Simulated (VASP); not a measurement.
# Ti5SiMo in VASP: a series of runs, part 3 of 4

VASP 6.6.1. Earlier steps stand in the parts before.

**5. Single point, PBE**

The input, INCAR:

```
SYSTEM = Ti5SiMo
ALGO     = Fast           ! electronic algorithm
EDIFF    = 1E-6           ! SCF threshold, eV
ENCUT    = 520            ! plane-wave cutoff, eV
GGA      = PE             ! functional
ISIF     = 2              ! what is computed and relaxed
ISMEAR   = 0              ! smearing method
LASPH    = .True.         ! aspherical terms in the spheres
LCHARG   = .True.         ! write CHGCAR
LELF     = .True.         ! ELF
LREAL    = .False.        ! projectors in reciprocal space
LVHAR    = .True.       
LWAVE    = .False.        ! write WAVECAR
NBANDS   = 48             ! bands
NELM     = 100            ! most SCF steps
PREC     = Accurate       ! precision mode
SIGMA    = 0.1            ! smearing width, eV
```

The input, KPOINTS:

```
k-points
0
Gamma
  8 8 6
  0 0 0
```

The input, POSCAR:

```
Ti5SiMo
1.0
    4.4533239817      0.0000000000      0.0000000000
    0.0000000000      4.4533239817      0.0000000000
    0.0000000000      0.0000000000      6.1087444423
Ti Si Mo
5 1 1
Direct
    0.0000000000      0.5000000000      0.2579145611
    0.0000000000      0.5000000000      0.7420854389
    0.5000000000      0.0000000000      0.2579145611
    0.5000000000      0.0000000000      0.7420854389
    0.0000000000      0.0000000000      0.0000000000
    0.0000000000      0.0000000000      0.5000000000
    0.5000000000      0.5000000000      0.0000000000
```

Potentials or basis: VASP PAW PBE potentials, release 64 (Ti_sv, Si, Mo_sv).

Command:

```console
$ cat potpaw_PBE.64/Ti_sv/POTCAR potpaw_PBE.64/Si/POTCAR potpaw_PBE.64/Mo_sv/POTCAR > POTCAR
$ mpirun -np 1 vasp_std > vasp.out
```

OUTCAR:

```text
SYSTEM = Ti5SiMo
   EDIFF = 1E-6
   ENCUT = 520
   GGA = PE
   ISIF = 2
   ISMEAR = 0
   LASPH = .True.
   LREAL = .False.
   NELM = 100
   PREC = Accurate

 ion  position               nearest neighbor table
   1  0.000  0.500  0.258-   6 2.67   6 2.67   7 2.73   5 2.73   5 2.73   7 2.73
   2  0.000  0.500  0.742-   6 2.67   6 2.67   7 2.73   5 2.73   5 2.73   7 2.73
   3  0.500  0.000  0.258-   6 2.67   6 2.67   7 2.73   7 2.73   5 2.73   5 2.73
   4  0.500  0.000  0.742-   6 2.67   6 2.67   7 2.73   7 2.73   5 2.73   5 2.73
   5  0.000  0.000  0.000-   1 2.73   2 2.73   3 2.73   4 2.73   1 2.73   2 2.73   3 2.73   4 2.73
                             7 3.15   7 3.15   7 3.15   7 3.15
   6  0.000  0.000  0.500-   1 2.67   2 2.67   3 2.67   4 2.67   1 2.67   2 2.67   3 2.67   4 2.67

   7  0.500  0.500  0.000-   1 2.73   2 2.73   3 2.73   4 2.73   3 2.73   4 2.73   1 2.73   2 2.73
                             5 3.15   5 3.15   5 3.15   5 3.15

  LATTYP: Found a simple tetragonal cell.
 ALAT       =     4.4533239817
 C/A-ratio  =     1.3717269319

  Lattice vectors:

 A1 = (   4.4533239817,   0.0000000000,   0.0000000000)
 A2 = (   0.0000000000,   4.4533239817,   0.0000000000)
 A3 = (   0.0000000000,   0.0000000000,   6.1087444423)

Analysis of symmetry for initial positions (statically):
=====================================================================
 Subroutine PRICEL returns:
 Original cell was already a primitive cell.

 Routine SETGRP: Setting up the symmetry group for a
 simple tetragonal supercell.

 Subroutine GETGRP returns: Found 16 space group operations
 (whereof 16 operations were pure point group operations)
 out of a pool of 16 trial point group operations.

The static configuration has the point symmetry D_4h.

Analysis of symmetry for dynamics (positions and initial velocities):
=====================================================================
 Subroutine PRICEL returns:
 Original cell was already a primitive cell.

 Routine SETGRP: Setting up the symmetry group for a
 simple tetragonal supercell.

 Subroutine GETGRP returns: Found 16 space group operations
 (whereof 16 operations were pure point group operations)
 out of a pool of 16 trial point group operations.

The dynamic configuration has the point symmetry D_4h.

 Subroutine INISYM returns: Found 16 space group operations
 (whereof 16 operations are pure point group operations),
 and found     1 'primitive' translations

----------------------------------------------------------------------------------------

                                     Primitive cell

  volume of cell :     121.1492

  direct lattice vectors                    reciprocal lattice vectors
     4.453323982  0.000000000  0.000000000     0.224551370  0.000000000  0.000000000
     0.000000000  4.453323982  0.000000000     0.000000000  0.224551370  0.000000000
     0.000000000  0.000000000  6.108744442     0.000000000  0.000000000  0.163699760

  length of vectors
     4.453323982  4.453323982  6.108744442     0.224551370  0.224551370  0.163699760

  position of ions in fractional coordinates (direct lattice)
     0.000000000  0.500000000  0.257914561
     0.000000000  0.500000000  0.742085439
     0.500000000  0.000000000  0.257914561
     0.500000000  0.000000000  0.742085439
     0.000000000  0.000000000  0.000000000
     0.000000000  0.000000000  0.500000000
     0.500000000  0.500000000  0.000000000

  ion indices of the primitive-cell ions
   primitive index   ion index
[... 62 lines left out ...]
   number of dos      NEDOS =    301   number of ions     NIONS =      7
   total plane-waves  NPLWV =  62208
   dimension x,y,z NGX =    36 NGY =   36 NGZ =   48
   dimension x,y,z NGXF=    72 NGYF=   72 NGZF=   96
   ions per type =               5   1   1
   NGX,Y,Z   is equivalent  to a cutoff of  13.44, 13.44, 13.06 a.u.
   NGXF,Y,Z  is equivalent  to a cutoff of  26.88, 26.88, 26.13 a.u.
 SYSTEM =  Ti5SiMo
   PREC   = accura    normal or accurate (medium, high low for compatibility)
   ISTART =      0    job   : 0-new  1-cont  2-samecut
   ICHARG =      2    charge: 1-file 2-atom 10-const
   ISPIN  =      1    spin polarized calculation?
   LNONCOLLINEAR =      F non collinear calculations
   LSORBIT =      F    spin-orbit coupling
   LASPH  =      T    aspherical Exc in radial PAW
   ENCUT  =  520.0 eV  38.22 Ry    6.18 a.u.   8.28  8.28 11.36*2*pi/ulx,y,z
   NELM   =    100;   NELMIN=  2; NELMDL= -5     # of ELM steps
   EDIFF  = 0.1E-05   stopping-criterion for ELM
   LREAL  =      F    real-space projection
   EDIFFG = 0.1E-04   stopping-criterion for IOM
   NSW    =      0    number of steps for IOM
   IBRION =     -1    ionic relax: 0-MD 1-quasi-New 2-CG
   NFREE  =      0    steps in history (QN), initial steepest desc. (CG)
   ISIF   =      2    stress and relaxation
   ISYM   =      2    0-nonsym 1-usesym 2-fastsym
   POTIM  = 0.5000    time-step for ionic-motion
   TEBEG  =    0.0;   TEEND  =   0.0 temperature during run
   PSTRESS=    0.0 pullay stress
   NELECT =      78.0000    total number of electrons
   NUPDOWN=      -1.0000    fix difference up-down
   EMIN   =  10.00;   EMAX   =-10.00  energy-range for DOS
   EFERMI =   0.00;   METHOD = LEGACY
   ISMEAR =     0;   SIGMA  =   0.10  broadening in eV -4-tet -1-fermi 0-gaus
   EFERMI_NEDOS =   21; number of points for ismear=-14 and -15
   IALGO  =     68    algorithm
   IMIX   =      4    mixing-type and parameters
     AMIX     =   0.40;   BMIX     =  1.00
     AMIX_MAG =   1.60;   BMIX_MAG =  1.00
  volume/ion in A,a.u.               =      17.31       116.79
  Fermi-wavevector in a.u.,A,eV,Ry     =   1.413621  2.671356 27.188836  1.998323
  Thomas-Fermi vector in A             =   2.535247
   LORBIT       =      0    0 simple, 1 ext, 2 COOP (PROOUT), +10 PAW based schemes
   GGA     = PE    functional components
   LHFCALC =     F    Hartree Fock is set to
   AEXX    =    0.0000 exact exchange contribution
   IVDW    =     0    specifies the selected vdW correction
   LEPSILON=     F    determine dielectric tensor
   LRPA    =     F    only Hartree local field effects (RPA)
 non-spin polarized calculation
 RMM-DIIS sequential band-by-band and
 Gauss-broadening in eV      SIGMA  =   0.10
  energy-cutoff  :      520.00
  volume of cell :      121.15
 maximum number of plane-waves:      3294
 NGX is ok and might be reduce to    36
   NGX = 17   NGY = 17   NGZ = 23

 number of electron      77.9999981 magnetization

 Free energy of the ion-electron system (eV)
  ---------------------------------------------------
  ext. energy  EPLUGINS =         0.00000000
  ---------------------------------------------------
  free energy    TOTEN  =       -56.41584993 eV

  energy without entropy =      -56.37496053  energy(sigma->0) =      -56.39540523

 E-fermi :   8.3405     XC(G=0): -11.4310

 val. band max:        8.3405329316   @ k =   0.5000   0.1250   0.5000
 cond. band min:       8.3444959193   @ k =   0.1250   0.1250   0.0000
 fundamental gap:      0.0039629876
 Fermi energy:         8.3405354800

 k-point     1 :       0.0000    0.0000    0.0000
  band No.  band energies     occupation
      1     -51.6791      2.00000
      2     -48.3276      2.00000
      3     -48.2875      2.00000
      4     -48.2803      2.00000
      5     -48.2558      2.00000
      6     -47.9448      2.00000
[... 1213 lines left out ...]
     47       9.9307      0.00000
     48       9.9791      0.00000

 [... further k-points ...]

------------------------ aborting loop because EDIFF is reached ----------------------------------------

  FORCE on cell =-STRESS in cart. coord.  units (eV):
  Direction    XX          YY          ZZ          XY          YZ          ZX
  --------------------------------------------------------------------------------------
  -------------------------------------------------------------------------------------
  Total       -0.0485779     -0.0485779     -0.0733215      0.0000000      0.0000000     -0.0000000
  in kB       -0.6424350     -0.6424350     -0.9696647      0.0000000      0.0000000     -0.0000000
  external PRESSURE =      -0.7515116 kB  Pullay stress =       0.0000000 kB

 VOLUME and BASIS-vectors are now :
 -----------------------------------------------------------------------------
  energy-cutoff  :      520.00
  volume of cell :      121.15
      direct lattice vectors                 reciprocal lattice vectors
     4.453323982  0.000000000  0.000000000     0.224551370  0.000000000  0.000000000
     0.000000000  4.453323982  0.000000000     0.000000000  0.224551370  0.000000000
     0.000000000  0.000000000  6.108744442     0.000000000  0.000000000  0.163699760

 POSITION                                       TOTAL-FORCE (eV/Angst)
 -----------------------------------------------------------------------------------
      0.00000      2.22666      1.57553         0.000000     -0.000000      0.001407
      0.00000      2.22666      4.53321        -0.000000     -0.000000     -0.001407
      2.22666      0.00000      1.57553        -0.000000      0.000000      0.001407
      2.22666      0.00000      4.53321         0.000000      0.000000     -0.001407
      0.00000      0.00000      0.00000         0.000000      0.000000      0.000000
      0.00000      0.00000      3.05437         0.000000      0.000000      0.000000
      2.22666      2.22666      0.00000         0.000000      0.000000      0.000000
 -----------------------------------------------------------------------------------
    total drift:                                0.000000      0.000000      0.000000

  FREE ENERGIE OF THE ION-ELECTRON SYSTEM (eV)
  ---------------------------------------------------
  free  energy   TOTEN  =       -56.4158499274 eV

  energy  without entropy=      -56.3749605279  energy(sigma->0) =      -56.39540523
```

It took 22 min on 1 thread of Intel Xeon Platinum 8259CL at 2.50GHz (Skylake/Cascade Lake), shared host; peak memory 0.44 GiB.

Results:

```
Free energy            : -56.4158 eV
Pressure               : -0.1 GPa
Band gap on the k mesh : zero (bands 39 and 40 overlap by 0.58 eV)
```

Levels at points of the mesh, in eV from the Fermi level:
```tsv
k point	band 37	band 38	band 39	band 40	band 41	band 42
(0.00, 0.00, 0.00)	-0.16	0.45	0.45	0.76	0.76	0.80
(0.50, 0.00, 0.00)	-1.01	-0.92	-0.51	0.07	0.40	0.41
(0.50, 0.50, 0.00)	-0.35	-0.35	-0.28	0.37	0.37	0.88
(0.00, 0.00, 0.50)	-0.61	0.00	0.00	0.51	0.64	0.64
(0.50, 0.00, 0.50)	-0.51	-0.45	-0.42	-0.11	-0.06	0.16
(0.50, 0.50, 0.50)	-0.32	-0.06	-0.06	0.04	0.26	0.26
```

(Part 3 of 4 ends here.)
